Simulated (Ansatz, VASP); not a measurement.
**Au in VASP and in Ansatz**

```xyz
1
Lattice="2.7379 0.0000 0.0000 0.0000 2.7379 0.0000 0.0000 0.0000 2.7379" Properties=species:S:1:pos:R:3 pbc="T T T"
Au    0.0000    0.0000    0.0000
```

Alike in both runs: functional PBE; k mesh 15 × 15 × 15; occupations fermi-dirac, width 0.05 eV; non-collinear spin, spin-orbit coupling.

Ansatz relaxed the structure, and its values are those at the end. VASP's run is a single point on that final structure, the one shown.

```csv
,VASP,Ansatz
version,VASP 6.6.1,Ansatz 0.2.0
potentials or method,"VASP PAW PBE potentials, release 64 (Au)","PAW with Ansatz's default frozen-core files, fully relativistic files with spin-orbit coupling"
plane-wave cutoff (eV),520,420
valence electrons in the cell,11,19
```

|  | VASP | Ansatz | Ansatz less VASP |
| --- | --- | --- | --- |
| pressure (GPa) | 0.0 | 0.0 | -0.07 |
| net moment per atom (μB) | 0.00 | 0.00 | 0.000 |

VASP's potentials hold 11 valence electrons a cell and Ansatz's 19, so a difference there can come from the potentials and not from the codes.
